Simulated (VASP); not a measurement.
# BaTiO3 (P4/mmm) in VASP: single point with LDA

Aim: the single point of BaTiO3 with LDA.

Everything below comes from runs of VASP 6.6.1. Logs are shortened: lines on timing, memory, paths and dates and some standing lists are left out, and cuts for length are marked.

### 1 The cell of the first run

The structure is tetragonal, space group P4/mmm (No. 123). The conventional cell has a = 3.943 Å, b = 3.943 Å, c = 3.928 Å, α = 90.00°, β = 90.00°, γ = 90.00°. Ba (site symmetry 4/mmm) has 12 O at 2.78 to 2.79 Å and 8 Ti at 3.41 Å within 3.7 Å. Within 2.6 Å of Ti (site symmetry 4/mmm) lie 6 O at 1.96 to 1.97 Å. O (site symmetry 4/mmm) has 2 Ti at 1.96 Å within 2.6 Å. Within 2.6 Å of O (site symmetry mmm) lie 2 Ti at 1.97 Å.

### 2 Single point, LDA

Input file INCAR:

```
PREC = Accurate ; ENCUT = 1340
EDIFF = 1E-6 ; ISMEAR = 0
SIGMA = 0.02 ; LREAL = F
LASPH = T ; NELM = 120
ALGO = Normal ; ISIF = 2
LWAVE = F ; LCHARG = F
NBANDS = 28 ; GGA_COMPAT = F
```

Input file KPOINTS:

```
regular mesh
0
Gamma
  8 8 8
```

Input file POSCAR:

```
BaTiO3
1.0
    3.9433016547      0.0000000000      0.0000000000
    0.0000000000      3.9433016547      0.0000000000
    0.0000000000      0.0000000000      3.9283626171
Ba Ti O
1 1 3
Direct
    0.0000000000      0.0000000000      0.0000000000
    0.5000000000      0.5000000000      0.5000000000
    0.5000000000      0.5000000000      0.0000000000
    0.5000000000      0.0000000000      0.5000000000
    0.0000000000      0.5000000000      0.5000000000
```

Potentials or basis: VASP PAW LDA potentials, release 64 (Ba_sv, Ti_sv, O_h).

Command:

```bash
> cat potpaw_LDA.64/Ba_sv/POTCAR potpaw_LDA.64/Ti_sv/POTCAR potpaw_LDA.64/O_h/POTCAR > POTCAR
> mpirun -np 1 vasp_std > vasp.out
```

OUTCAR:

```text
PREC = Accurate
   ENCUT = 1340
   EDIFF = 1E-6
   ISMEAR = 0
   LREAL = F
   LASPH = T
   NELM = 120
   ISIF = 2

 ion  position               nearest neighbor table
   1  0.000  0.000  0.000-   4 2.78   5 2.78   4 2.78   5 2.78   5 2.78   5 2.78   4 2.78   4 2.78
                             3 2.79   3 2.79   3 2.79   3 2.79   2 3.41   2 3.41   2 3.41   2 3.41
   2  0.500  0.500  0.500-   3 1.96   3 1.96   5 1.97   4 1.97   4 1.97   5 1.97   1 3.41   1 3.41
                             1 3.41   1 3.41   1 3.41   1 3.41   1 3.41   1 3.41
   3  0.500  0.500  0.000-   2 1.96   2 1.96   1 2.79   1 2.79   1 2.79   1 2.79
   4  0.500  0.000  0.500-   2 1.97   2 1.97   1 2.78   1 2.78   1 2.78   1 2.78
   5  0.000  0.500  0.500-   2 1.97   2 1.97   1 2.78   1 2.78   1 2.78   1 2.78

  LATTYP: Found a simple tetragonal cell.
 ALAT       =     3.9433016547
 C/A-ratio  =     0.9962115408

  Lattice vectors:

 A1 = (   3.9433016547,   0.0000000000,   0.0000000000)
 A2 = (   0.0000000000,   3.9433016547,   0.0000000000)
 A3 = (   0.0000000000,   0.0000000000,   3.9283626171)

Analysis of symmetry for initial positions (statically):
=====================================================================
 Subroutine PRICEL returns:
 Original cell was already a primitive cell.

 Routine SETGRP: Setting up the symmetry group for a
 simple tetragonal supercell.

 Subroutine GETGRP returns: Found 16 space group operations
 (whereof 16 operations were pure point group operations)
 out of a pool of 16 trial point group operations.

The static configuration has the point symmetry D_4h.

Analysis of symmetry for dynamics (positions and initial velocities):
=====================================================================
 Subroutine PRICEL returns:
 Original cell was already a primitive cell.

 Routine SETGRP: Setting up the symmetry group for a
 simple tetragonal supercell.

 Subroutine GETGRP returns: Found 16 space group operations
 (whereof 16 operations were pure point group operations)
 out of a pool of 16 trial point group operations.

The dynamic configuration has the point symmetry D_4h.

 Subroutine INISYM returns: Found 16 space group operations
 (whereof 16 operations are pure point group operations),
 and found     1 'primitive' translations

----------------------------------------------------------------------------------------

                                     Primitive cell

  volume of cell :      61.0846

  direct lattice vectors                    reciprocal lattice vectors
     3.943301655  0.000000000  0.000000000     0.253594599  0.000000000  0.000000000
     0.000000000  3.943301655  0.000000000     0.000000000  0.253594599  0.000000000
     0.000000000  0.000000000  3.928362617     0.000000000  0.000000000  0.254558985

  length of vectors
     3.943301655  3.943301655  3.928362617     0.253594599  0.253594599  0.254558985

  position of ions in fractional coordinates (direct lattice)
     0.000000000  0.000000000  0.000000000
     0.500000000  0.500000000  0.500000000
     0.500000000  0.500000000  0.000000000
     0.500000000  0.000000000  0.500000000
     0.000000000  0.500000000  0.500000000

  ion indices of the primitive-cell ions
   primitive index   ion index
                 1           1
                 2           2
                 3           3
                 4           4
                 5           5

----------------------------------------------------------------------------------------

 KPOINTS: regular mesh

Automatic generation of k-mesh.
 Grid dimensions read from file:
 generate k-points for:    8    8    8

 Generating k-lattice:

  Cartesian coordinates                     Fractional coordinates (reciprocal lattice)
     0.031699325  0.000000000  0.000000000     0.125000000  0.000000000  0.000000000
     0.000000000  0.031699325  0.000000000     0.000000000  0.125000000  0.000000000
     0.000000000  0.000000000  0.031819873     0.000000000  0.000000000  0.125000000

  Length of vectors
     0.031699325  0.031699325  0.031819873

  Shift w.r.t. Gamma in fractional coordinates (k-lattice)
     0.000000000  0.000000000  0.000000000

 Subroutine IBZKPT returns following result:
 ===========================================

 Found     75 irreducible k-points:

 Following reciprocal coordinates:
            Coordinates               Weight
  0.000000  0.000000  0.000000      1.000000
  0.125000  0.000000  0.000000      4.000000
  0.250000  0.000000  0.000000      4.000000
  0.375000  0.000000  0.000000      4.000000
  0.500000  0.000000  0.000000      2.000000
  0.125000  0.125000  0.000000      4.000000
[... 16 lines left out ...]
  0.375000  0.125000  0.125000     16.000000
  0.500000  0.125000  0.125000      8.000000
 [... further k-points ...]
   k-points           NKPTS =     75   k-points in BZ     NKDIM =     75   number of bands    NBANDS=     28
   number of dos      NEDOS =    301   number of ions     NIONS =      5
   total plane-waves  NPLWV = 110592
   dimension x,y,z NGX =    48 NGY =   48 NGZ =   48
   dimension x,y,z NGXF=    96 NGYF=   96 NGZF=   96
   ions per type =               1   1   3
   NGX,Y,Z   is equivalent  to a cutoff of  20.24, 20.24, 20.31 a.u.
   NGXF,Y,Z  is equivalent  to a cutoff of  40.47, 40.47, 40.63 a.u.
 SYSTEM =  unknown system
   PREC   = accura    normal or accurate (medium, high low for compatibility)
   ISTART =      0    job   : 0-new  1-cont  2-samecut
   ICHARG =      2    charge: 1-file 2-atom 10-const
   ISPIN  =      1    spin polarized calculation?
   LNONCOLLINEAR =      F non collinear calculations
   LSORBIT =      F    spin-orbit coupling
   LASPH  =      T    aspherical Exc in radial PAW
   ENCUT  = 1340.0 eV  98.49 Ry    9.92 a.u.  11.77 11.77 11.73*2*pi/ulx,y,z
   NELM   =    120;   NELMIN=  2; NELMDL= -5     # of ELM steps
   EDIFF  = 0.1E-05   stopping-criterion for ELM
   LREAL  =      F    real-space projection
   EDIFFG = 0.1E-04   stopping-criterion for IOM
   NSW    =      0    number of steps for IOM
   IBRION =     -1    ionic relax: 0-MD 1-quasi-New 2-CG
   NFREE  =      0    steps in history (QN), initial steepest desc. (CG)
   ISIF   =      2    stress and relaxation
   ISYM   =      2    0-nonsym 1-usesym 2-fastsym
   POTIM  = 0.5000    time-step for ionic-motion
   TEBEG  =    0.0;   TEEND  =   0.0 temperature during run
   PSTRESS=    0.0 pullay stress
   NELECT =      40.0000    total number of electrons
   NUPDOWN=      -1.0000    fix difference up-down
   EMIN   =  10.00;   EMAX   =-10.00  energy-range for DOS
   EFERMI =   0.00;   METHOD = LEGACY
   ISMEAR =     0;   SIGMA  =   0.02  broadening in eV -4-tet -1-fermi 0-gaus
   EFERMI_NEDOS =   21; number of points for ismear=-14 and -15
   IALGO  =     38    algorithm
   IMIX   =      4    mixing-type and parameters
     AMIX     =   0.40;   BMIX     =  1.00
     AMIX_MAG =   1.60;   BMIX_MAG =  1.00
  volume/ion in A,a.u.               =      12.22        82.44
  Fermi-wavevector in a.u.,A,eV,Ry     =   1.421623  2.686477 27.497520  2.021011
  Thomas-Fermi vector in A             =   2.542413
   LORBIT       =      0    0 simple, 1 ext, 2 COOP (PROOUT), +10 PAW based schemes
   GGA     = CA    functional components
   LHFCALC =     F    Hartree Fock is set to
   AEXX    =    0.0000 exact exchange contribution
   IVDW    =     0    specifies the selected vdW correction
   LEPSILON=     F    determine dielectric tensor
   LRPA    =     F    only Hartree local field effects (RPA)
 non-spin polarized calculation
 Gauss-broadening in eV      SIGMA  =   0.02
  energy-cutoff  :     1340.00
  volume of cell :       61.08
 maximum number of plane-waves:      6843
 NGX is ok and might be reduce to    48
   NGX = 23   NGY = 23   NGZ = 23

 number of electron      39.9999999 magnetization

 Free energy of the ion-electron system (eV)
  ---------------------------------------------------
  ext. energy  EPLUGINS =         0.00000000
  ---------------------------------------------------
  free energy    TOTEN  =       -44.18045645 eV

  energy without entropy =      -44.18045645  energy(sigma->0) =      -44.18045645

 E-fermi :   4.3755     XC(G=0): -11.9923

 val. band max:        4.2938175257   @ k =   0.5000   0.5000   0.5000
 cond. band min:       6.0364184877   @ k =   0.0000   0.0000   0.0000
 fundamental gap:      1.7426009621
 Fermi energy:         4.3754861582

 k-point     1 :       0.0000    0.0000    0.0000
  band No.  band energies     occupation
      1     -51.3881      2.00000
      2     -28.0345      2.00000
      3     -28.0310      2.00000
      4     -28.0310      2.00000
      5     -20.2663      2.00000
      6     -12.3918      2.00000
[... 20 lines left out ...]
     27       9.2675      0.00000
     28      12.0491      0.00000

 k-point     2 :       0.1250    0.0000    0.0000
  band No.  band energies     occupation
      1     -51.3879      2.00000
      2     -28.0410      2.00000
      3     -28.0341      2.00000
      4     -28.0306      2.00000
      5     -20.2436      2.00000
      6     -12.4142      2.00000
[... 20 lines left out ...]
     27       9.5987      0.00000
     28      12.4335      0.00000

 k-point     3 :       0.2500    0.0000    0.0000
  band No.  band energies     occupation
      1     -51.3874      2.00000
      2     -28.0651      2.00000
      3     -28.0331      2.00000
      4     -28.0296      2.00000
      5     -20.1878      2.00000
      6     -12.5284      2.00000
[... 20 lines left out ...]
     27      10.4744      0.00000
     28      12.8670      0.00000

 k-point     4 :       0.3750    0.0000    0.0000
  band No.  band energies     occupation
      1     -51.3869      2.00000
      2     -28.0889      2.00000
      3     -28.0321      2.00000
      4     -28.0286      2.00000
      5     -20.1305      2.00000
      6     -12.6853      2.00000
[... 578 lines left out ...]
     27      10.9846      0.00000
     28      12.8990      0.00000

 k-point    23 :       0.3750    0.1250    0.1250
  band No.  band energies     occupation
      1     -51.3865      2.00000
      2     -28.0876      2.00000
      3     -28.0418      2.00000
      4     -28.0379      2.00000
      5     -20.0999      2.00000
      6     -12.5324      2.00000
[... 20 lines left out ...]
     27      11.9778      0.00000
     28      13.1854      0.00000

 k-point    24 :       0.5000    0.1250    0.1250
  band No.  band energies     occupation
      1     -51.3863      2.00000
      2     -28.0973      2.00000
      3     -28.0414      2.00000
      4     -28.0374      2.00000
      5     -20.0783      2.00000
      6     -12.5843      2.00000
[... 20 lines left out ...]
     27      12.4036      0.00000
     28      13.3232      0.00000

 [... further k-points ...]

------------------------ aborting loop because EDIFF is reached ----------------------------------------

  FORCE on cell =-STRESS in cart. coord.  units (eV):
  Direction    XX          YY          ZZ          XY          YZ          ZX
  --------------------------------------------------------------------------------------
  -------------------------------------------------------------------------------------
  Total        0.5511951      0.5511951      0.8951830      0.0000000      0.0000000      0.0000000
  in kB       14.4572050     14.4572050     23.4796065      0.0000000      0.0000000      0.0000000
  external PRESSURE =      17.4646721 kB  Pullay stress =       0.0000000 kB

 VOLUME and BASIS-vectors are now :
 -----------------------------------------------------------------------------
  energy-cutoff  :     1340.00
  volume of cell :       61.08
      direct lattice vectors                 reciprocal lattice vectors
     3.943301655  0.000000000  0.000000000     0.253594599  0.000000000  0.000000000
     0.000000000  3.943301655  0.000000000     0.000000000  0.253594599  0.000000000
     0.000000000  0.000000000  3.928362617     0.000000000  0.000000000  0.254558985

 POSITION                                       TOTAL-FORCE (eV/Angst)
 -----------------------------------------------------------------------------------
      0.00000      0.00000      0.00000         0.000000      0.000000      0.000000
      1.97165      1.97165      1.96418         0.000000      0.000000      0.000000
      1.97165      1.97165      0.00000         0.000000      0.000000      0.000000
      1.97165      0.00000      1.96418         0.000000      0.000000      0.000000
      0.00000      1.97165      1.96418         0.000000      0.000000      0.000000
 -----------------------------------------------------------------------------------
    total drift:                                0.000000     -0.000000     -0.000000

  FREE ENERGIE OF THE ION-ELECTRON SYSTEM (eV)
  ---------------------------------------------------
  free  energy   TOTEN  =       -44.1804564460 eV

  energy  without entropy=      -44.1804564460  energy(sigma->0) =      -44.18045645
```

Wall time 6.2 min (1 thread of Intel Xeon Platinum 8259CL at 2.50GHz (Skylake/Cascade Lake), shared host); peak memory 0.64 GiB.

What came out:

```yaml
Free_energy: -44.1805 eV
Pressure: 1.7 GPa
Band_gap_on_the_k_mesh: 1.74 eV (least direct gap 1.83 eV)
```

Caveat: spin-orbit coupling is left out, which moves the levels of the heavy elements. A k mesh can miss the band edges.
